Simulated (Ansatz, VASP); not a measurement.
One calculation of Bi6Te, two programs

```
Bi Te
1.0
     0.00000    4.87212    4.87212
     4.87212    0.00000    4.87212
     4.87212    4.87212    0.00000
Bi Te
6 1
Direct
  0.50000 0.50000 0.00000
  0.50000 0.00000 0.50000
  0.00000 0.00000 0.50000
  0.00000 0.50000 0.00000
  0.00000 0.50000 0.50000
  0.50000 0.00000 0.00000
  0.00000 0.00000 0.00000
```

Change from the starting cell: species swapped into the Zn6Mo type (Fm-3m, No. 225).

Alike in both runs: functional PBE; k mesh 3 × 3 × 3; occupations gaussian, width 0.2 eV; no spin polarisation.

Ansatz relaxed the structure, and its values are those at the end. VASP's run is a single point on that final structure, the one shown.

|  | VASP | Ansatz |
| --- | --- | --- |
| version | VASP 6.6.1 | Ansatz 0.2.0 |
| potentials or method | VASP PAW PBE potentials, release 64 (Bi_d, Te), cutoff 520 eV | scalar-relativistic, plane waves, PAW |
| valence electrons in the cell | 96 | 106 |

|  | VASP | Ansatz | Ansatz less VASP |
| --- | --- | --- | --- |
| gap on the k mesh at the Fermi level (eV) | none | none | - |
| pressure (GPa) | 0.1 | 0.1 | +0.07 |

A gap of «none» marks a metal or a gap that the smearing closes. With one functional, cell and mesh, what is left measures potentials, basis and numerics. VASP's potentials hold 96 valence electrons a cell and Ansatz's 106, so a difference there can come from the potentials and not from the codes.

The k mesh is coarse, so the values compare programs but aren't converged. Neither program's run includes spin-orbit coupling.
